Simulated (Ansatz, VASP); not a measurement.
**Two plane-wave programs on ZnS**

INCAR

```
SYSTEM = ZnS
ALGO = Normal
EDIFF = 1E-6
ENCUT = 500
GGA = PS
GGA_COMPAT = .False.
ISIF = 2
ISMEAR = -1
LASPH = .True.
LCHARG = .False.
LREAL = .False.
LWAVE = .False.
NBANDS = 16
NELM = 120
PREC = Accurate
SIGMA = 0.05
```

Contents of KPOINTS:

```
k-points
0
Gamma
  7 7 7
  0 0 0
```

The input POSCAR:

```
ZnS
1.0
    0.0000000000      2.5939200000      2.7020000000
    2.5939200000      0.0000000000      2.7020000000
    2.5939200000      2.5939200000      0.0000000000
Zn S
1 1
Direct
    0.7500000000      0.7500000000      0.7500000000
    0.0000000000      0.0000000000      0.0000000000
```

input.yaml

```yaml
crystal:
  lattice:
    - [0.0, 2.59392, 2.702]
    - [2.59392, 0.0, 2.702]
    - [2.59392, 2.59392, 0.0]
  atoms:
    - { symbol: Zn, position: [0.75, 0.75, 0.75] }
    - { symbol: S, position: [0.0, 0.0, 0.0] }
hamiltonian:
  xc: pbesol
  pseudopotentials: { kind: paw }
kpoints:
  mp_grid: { grid: [7, 7, 7] }
  band_path:
    path:
      - [[0.0, 0.0, 0.0], [-0.5, 0.0, -0.5], [-0.5, -0.2304, -0.7304], [-0.3652, -0.3652, -0.7304], [0.0, 0.0, 0.0], [0.5, 0.5, 0.0], [0.3652, 0.3652, -0.2696], [0.0, 0.0, -0.5], [-0.25, 0.25, -0.5], [0.2304, 0.5, -0.2696], [0.5, 0.5, 0.0]]
      - [[-0.5, 0.0, -0.5], [-0.25, 0.25, -0.5]]
    npoints: 14
scf:
  occupations: { method: fermi_dirac, width: 0.05 }
  n_extra_bands: 6
output:
  forces: true
  stress: true
  eigenvalues: true
  fatbands: true
  write_density: true
  write_potential: true
  elf: true
  volumetric_format: npy
```

Alike in both runs: functional PBEsol; k mesh 7 × 7 × 7; occupations fermi-dirac, width 0.05 eV; no spin polarisation.

|  | VASP | Ansatz |
| --- | --- | --- |
| version | VASP 6.6.1 | Ansatz 0.2.0 |
| potentials or method | VASP PAW PBE potentials, release 64 (Zn, S) | Ansatz PAW |
| plane-wave cutoff (eV) | 500 | 420 |
| valence electrons in the cell | 18 | 18 |
| task | single point | band structure |

Ansatz gave:

* gap on the k mesh at the Fermi level (eV): 2.27
* least direct gap on the mesh (eV): 2.27
* pressure (GPa): 4.9
* traceless stress, the component that is largest in VASP (GPa): -1.18

Q: Which values does VASP return?

A: gap on the k mesh at the Fermi level (eV): 2.28; least direct gap on the mesh (eV): 2.28; pressure (GPa): 5.1; traceless stress, the component that is largest in VASP (GPa): -1.17.

VASP's potentials were made for PBE, not for PBEsol.
